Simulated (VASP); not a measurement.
Runs of VASP 6.6.1 on Eu. The structure is that of space group Im-3m (No. 229), or close to it. The cells are those of the table. 

| task | cell | cutoff (eV) | gap on the mesh (eV) | pressure (GPa) | moment (μB) |
| --- | --- | --- | --- | --- | --- |
| single point | a = 3.675 Å, angles 109.5°, 1 atom | 520 | none | 0.0 | 7.25 |
| single point | a = 3.674 Å, angles 109.5°, 1 atom | 520 | none | (a) | 7.25 |
| single point | a = 3.668 Å, angles 109.5°, 1 atom | 520 | none | 0.0 | 7.25 |
| relaxation of cell and atoms | relaxed from a = 3.989 Å, angles 109.5°, 1 atom | 600 | none | 0.0 | 7.24 |

Alike in all rows: level PBEsol; potentials or basis VASP PAW PBE potentials, release 64 (Eu); spin collinear, ferromagnetic start; k mesh 10 × 10 × 10; smearing fermi-dirac 0.05 eV.

Question: Estimate the missing entries.

Answer: (a) -0.3.

Caveats: the PAW data sets were made with another functional, which shifts forces and pressure a little; spin-orbit coupling is left out, which moves the levels of the heavy elements; semilocal functionals describe open f shells poorly, which spoils levels, moments and volumes.

A k mesh can miss the band edges, and the runs leave out spin-orbit coupling on Eu.

A gap of «none» marks levels without a gap at the run's occupations.
